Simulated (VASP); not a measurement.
Set up this calculation in VASP 6.6.1, as the native input.

```yaml
Task: single point
Functional: r2SCAN
Potentials_or_basis: VASP PAW PBE potentials, release 64 (Na_pv, F)
Cutoff: 520 eV
k_mesh: 10 × 10 × 10
Occupations: gaussian, width 0.01 eV
Spin: no spin polarisation
Dipole_correction: no
Further_INCAR_settings: ALGO = Normal; EDIFF = 1e-07; NBANDS = 14
```

The system is NaF.

```
CELL_PARAMETERS angstrom
0.00000 2.29717 2.42076
2.29717 0.00000 2.42076
2.29717 2.29717 0.00000
ATOMIC_POSITIONS crystal
Na 0.00000 0.00000 0.00000
F 0.50000 0.50000 0.50000
```

This cell differs from its parent crystal: uniaxial z strain +5.4%.

One way to write it, as run:

POSCAR

```
NaF
1.0
    0.0000000000      2.2971680881      2.4207557312
    2.2971680881      0.0000000000      2.4207557312
    2.2971680881      2.2971680881      0.0000000000
Na F
1 1
Direct
    0.0000000000      0.0000000000      0.0000000000
    0.5000000000      0.5000000000      0.5000000000
```

INCAR.step1

```
ALGO = Normal
EDIFF = 1E-4
ENCUT = 520
GGA = PE
ISMEAR = 0
LASPH = T
LCHARG = F
LREAL = F
LWAVE = T
NBANDS = 14
NELM = 80
PREC = Accurate
SIGMA = 0.01
```

INCAR.step2

```
ALGO = Normal
EDIFF = 1E-7
ENCUT = 520
ISIF = 2
ISMEAR = 0
ISTART = 1
LASPH = T
LCHARG = F
LMIXTAU = T
LREAL = F
LWAVE = F
METAGGA = R2SCAN
NBANDS = 14
NELM = 80
PREC = Accurate
SIGMA = 0.01
```

KPOINTS

```
k-points
0
Gamma
  10 10 10
```

Potentials or basis: VASP PAW PBE potentials, release 64 (Na_pv, F).

Command:

```sh
$ cat potpaw_PBE.64/Na_pv/POTCAR potpaw_PBE.64/F/POTCAR > POTCAR
$ cp INCAR.step1 INCAR
$ mpirun -np 1 vasp_std > vasp.out
$ cp INCAR.step2 INCAR
$ mpirun -np 1 vasp_std > vasp.out
```

It gave:

```json
{"Pressure": "-2.7 GPa", "Band gap on the k mesh": "7.02 eV"}
```

Caveat: the cell differs from its parent crystal (uniaxial z strain +5.4%); the PAW data sets were made with another functional, which shifts forces and pressure a little.

It took 110 s on 1 thread of Intel(R) Xeon(R) Platinum 8259CL CPU @ 2.50GHz (Skylake/Cascade Lake), with other jobs on the host, peak memory 0.16 GiB.
